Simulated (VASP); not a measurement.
Hf, 2 atoms in the cell. The structure is orthorhombic, space group Cmcm (No. 63). The conventional cell has a = 3.197 Å, b = 5.537 Å, c = 5.058 Å, α = 90.00°, β = 90.00°, γ = 90.00°. Within 3.8 Å of Hf (site symmetry m2m) lie 12 Hf at 2.89 to 3.29 Å.  This cell differs from its parent crystal: atom 1 (Hf) moved by (+0.000, +0.450) A along x and y.

```yaml
Program: VASP 6.6.1
Task: single point
Functional: PBE
Potentials_or_basis: VASP PAW PBE potentials, release 64 (Hf_pv)
Cutoff: 520 eV
k_mesh: 18 × 18 × 10
Occupations: gaussian, width 0.15 eV
Spin: no spin polarisation
Dipole_correction: no
Further_INCAR_settings: ALGO = Fast; EDIFF = 1e-07; NBANDS = 17
```

Potentials or basis: VASP PAW PBE potentials, release 64 (Hf_pv).

The run is started by

```sh
$ cat potpaw_PBE.64/Hf_pv/POTCAR > POTCAR
$ mpirun -np 1 vasp_std > vasp.out
```

Hardware: 1 thread of Intel(R) Xeon(R) 6975P-C (Granite Rapids), on a shared host.

Problem. How long does it take, and how much memory?

Solution. Wall time 2.8 min on 1 thread of Intel(R) Xeon(R) 6975P-C (Granite Rapids) (shared host), peak memory 0.44 GiB. Counts: scf iterations 16, k points 546.
